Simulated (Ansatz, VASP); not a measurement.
Zn in VASP and in Ansatz

```xyz
1
Lattice="-1.5056 1.5056 1.5056 1.5056 -1.5056 1.5056 1.5056 1.5056 -1.5056" Properties=species:S:1:pos:R:3 pbc="T T T"
Zn    0.0000    0.0000    0.0000
```

Alike in both runs: functional LDA; k mesh 20 × 20 × 20; occupations gaussian, width 0.1 eV; no spin polarisation.

Ansatz relaxed the structure, and its values are those at the end. VASP's run is a single point on that final structure, the one shown.

|  | VASP | Ansatz |
| --- | --- | --- |
| version | VASP 6.6.1 | Ansatz 0.2.0 |
| potentials or method | VASP PAW LDA potentials, release 64 (Zn), cutoff 520 eV | scalar-relativistic, plane waves, PAW |
| valence electrons in the cell | 12 | 12 |

```csv
,VASP,Ansatz,Ansatz less VASP
gap on the k mesh at the Fermi level (eV),none,none,-
pressure (GPa),0.6,0.0,-0.61
```

LDA's correlation is that of Perdew and Zunger in VASP and of Perdew and Wang (1992) in Ansatz. A gap of «none» marks a metal or a gap that the smearing closes.
